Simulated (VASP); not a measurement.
# Ca (P6_3/mmc) in VASP: further runs, part 2 of 2

VASP 6.6.1. The steps go on from the part before.

## 3. Single point, PBE (strained)

INCAR reads:

```
PREC = Accurate
ENCUT = 520
EDIFF = 1E-7
ISMEAR = 0
SIGMA = 0.1
LREAL = F
LASPH = T
NELM = 100
ALGO = Normal
ISIF = 2
LWAVE = F
LCHARG = F
GGA = PE
NBANDS = 17
```

KPOINTS reads:

```
Automatic mesh
0
Gamma
  12 12 8
```

POSCAR reads:

```
Ca
1.0
    4.0451919127      0.0000000000      0.0000000000
   -2.0225959564      3.5032389596      0.0000000000
    0.0000000000      0.0000000000      6.5289976000
Ca
2
Direct
    0.3333333333      0.6666666667      0.2500000000
    0.6666666667      0.3333333333      0.7500000000
```

Potentials or basis: VASP PAW PBE potentials, release 64 (Ca_sv).

Run with:

```sh
$ cat potpaw_PBE.64/Ca_sv/POTCAR > POTCAR
$ mpirun -np 1 vasp_std > vasp.out
```

OUTCAR:

```text
PREC = Accurate
   ENCUT = 520
   EDIFF = 1E-7
   ISMEAR = 0
   LREAL = F
   LASPH = T
   NELM = 100
   ISIF = 2
   GGA = PE

 ion  position               nearest neighbor table
   1  0.333  0.667  0.250-
   2  0.667  0.333  0.750-

  LATTYP: Found a hexagonal cell.
 ALAT       =     4.0451919127
 C/A-ratio  =     1.6140143016

  Lattice vectors:

 A1 = (   4.0451919127,   0.0000000000,   0.0000000000)
 A2 = (  -2.0225959564,   3.5032389596,   0.0000000000)
 A3 = (   0.0000000000,   0.0000000000,   6.5289976000)

Analysis of symmetry for initial positions (statically):
=====================================================================
 Subroutine PRICEL returns:
 Original cell was already a primitive cell.

 Routine SETGRP: Setting up the symmetry group for a
 hexagonal supercell.

 Subroutine GETGRP returns: Found 24 space group operations
 (whereof 12 operations were pure point group operations)
 out of a pool of 24 trial point group operations.

The static configuration has the point symmetry D_3d.
 The point group associated with its full space group is D_6h.

Analysis of symmetry for dynamics (positions and initial velocities):
=====================================================================
 Subroutine PRICEL returns:
 Original cell was already a primitive cell.

 Routine SETGRP: Setting up the symmetry group for a
 hexagonal supercell.

 Subroutine GETGRP returns: Found 24 space group operations
 (whereof 12 operations were pure point group operations)
 out of a pool of 24 trial point group operations.

The dynamic configuration has the point symmetry D_3d.
 The point group associated with its full space group is D_6h.

 Subroutine INISYM returns: Found 24 space group operations
 (whereof 12 operations are pure point group operations),
 and found     1 'primitive' translations

[... 109 lines left out ...]
   ISMEAR =     0;   SIGMA  =   0.10  broadening in eV -4-tet -1-fermi 0-gaus
   EFERMI_NEDOS =   21; number of points for ismear=-14 and -15
   IALGO  =     38    algorithm
   IMIX   =      4    mixing-type and parameters
     AMIX     =   0.40;   BMIX     =  1.00
     AMIX_MAG =   1.60;   BMIX_MAG =  1.00
  volume/ion in A,a.u.               =      46.26       312.19
  Fermi-wavevector in a.u.,A,eV,Ry     =   0.982501  1.856658 13.133817  0.965308
  Thomas-Fermi vector in A             =   2.113588
   LORBIT       =      0    0 simple, 1 ext, 2 COOP (PROOUT), +10 PAW based schemes
   GGA     = PE    functional components
   LHFCALC =     F    Hartree Fock is set to
   AEXX    =    0.0000 exact exchange contribution
   IVDW    =     0    specifies the selected vdW correction
   LEPSILON=     F    determine dielectric tensor
   LRPA    =     F    only Hartree local field effects (RPA)
 non-spin polarized calculation
 Gauss-broadening in eV      SIGMA  =   0.10
  energy-cutoff  :      520.00
  volume of cell :       92.52
 maximum number of plane-waves:      2527
   NGX = 15   NGY = 15   NGZ = 25

 number of electron      20.0000003 magnetization

 Free energy of the ion-electron system (eV)
  ---------------------------------------------------
  ext. energy  EPLUGINS =         0.00000000
  ---------------------------------------------------
  free energy    TOTEN  =        -3.82460675 eV

  energy without entropy =       -3.81320884  energy(sigma->0) =       -3.81890780

 E-fermi :   1.6660     XC(G=0):  -7.4562

 val. band max:        1.6520850041   @ k =   0.1667   0.1667   0.0000
 cond. band min:       1.6663127369   @ k =   0.2500   0.0833   0.0000
 fundamental gap:      0.0142277328
 Fermi energy:         1.6660311308

 k-point     1 :       0.0000    0.0000    0.0000
  band No.  band energies     occupation
      1     -40.6127      2.00000
      2     -40.6035      2.00000
      3     -21.6357      2.00000
      4     -21.5554      2.00000
      5     -21.5554      2.00000
      6     -21.5405      2.00000
[... 457 lines left out ...]
      4     -21.5995      2.00000
      5     -21.5945      2.00000
      6     -21.5711      2.00000
[... 9 lines left out ...]
     16       4.7373      0.00000
     17       4.7836      0.00000

 [... further k-points ...]

------------------------ aborting loop because EDIFF is reached ----------------------------------------

  FORCE on cell =-STRESS in cart. coord.  units (eV):
  Direction    XX          YY          ZZ          XY          YZ          ZX
  --------------------------------------------------------------------------------------
  -------------------------------------------------------------------------------------
  Total       -0.8175782     -0.8175782     -0.5998674      0.0000000      0.0000000      0.0000000
  in kB      -14.1574324    -14.1574324    -10.3874850      0.0000000      0.0000000      0.0000000
  external PRESSURE =     -12.9007833 kB  Pullay stress =       0.0000000 kB

 VOLUME and BASIS-vectors are now :
 -----------------------------------------------------------------------------
  energy-cutoff  :      520.00
  volume of cell :       92.52
      direct lattice vectors                 reciprocal lattice vectors
     4.045191913  0.000000000  0.000000000     0.247207060  0.142725063  0.000000000
    -2.022595956  3.503238960  0.000000000     0.000000000  0.285450125  0.000000000
     0.000000000  0.000000000  6.528997600     0.000000000  0.000000000  0.153162868

 POSITION                                       TOTAL-FORCE (eV/Angst)
 -----------------------------------------------------------------------------------
     -0.00000      2.33549      1.63225        -0.000000      0.000000      0.000000
      2.02260      1.16775      4.89675         0.000000     -0.000000      0.000000
 -----------------------------------------------------------------------------------
    total drift:                                0.000000     -0.000000      0.000000

  FREE ENERGIE OF THE ION-ELECTRON SYSTEM (eV)
  ---------------------------------------------------
  free  energy   TOTEN  =        -3.8246067514 eV

  energy  without entropy=       -3.8132088390  energy(sigma->0) =       -3.81890780
```

OSZICAR:

```text
N       E                     dE             d eps       ncg     rms          rms(c)
DAV:   1     0.169380619221E+03    0.16938E+03   -0.99830E+03  3230   0.104E+03
DAV:   2     0.542968804345E+01   -0.16395E+03   -0.16202E+03  3707   0.310E+02
DAV:   3    -0.352202665090E+01   -0.89517E+01   -0.88785E+01  6319   0.527E+01
DAV:   4    -0.381654523615E+01   -0.29452E+00   -0.29398E+00  4165   0.104E+01
DAV:   5    -0.383324816883E+01   -0.16703E-01   -0.16687E-01  5425   0.152E+00    0.315E+00
DAV:   6    -0.382548475160E+01    0.77634E-02   -0.24491E-02  4251   0.146E+00    0.193E+00
DAV:   7    -0.382533828924E+01    0.14646E-03   -0.34288E-02  3991   0.192E+00    0.131E-01
DAV:   8    -0.382456177504E+01    0.77651E-03   -0.34326E-03  4160   0.489E-01    0.241E-02
DAV:   9    -0.382460442291E+01   -0.42648E-04   -0.34588E-04  6082   0.767E-02    0.200E-02
DAV:  10    -0.382460933324E+01   -0.49103E-05   -0.46670E-05  4167   0.619E-02    0.100E-02
DAV:  11    -0.382460683323E+01    0.25000E-05   -0.44608E-06  5242   0.205E-02    0.391E-03
DAV:  12    -0.382460675137E+01    0.81859E-07   -0.19976E-07  3831   0.313E-03
   1 F= -.38246068E+01 E0= -.38189078E+01  d E =-.113979E-01
```

Run time: 61 s. Hardware: 1 thread of AMD EPYC 9R45 (Zen 5), shared host; peak memory 0.25 GiB.

What came out:

```yaml
Free_energy: -3.8246 eV
Pressure: -1.3 GPa
Band_gap_on_the_k_mesh: zero (bands 10 and 11 overlap by 0.46 eV)
```

Stress tensor (GPa, compression positive):
```
-1.42  0.00  0.00
 0.00 -1.42  0.00
 0.00  0.00 -1.04
```

Caveat: the cell differs from its parent crystal (strained).
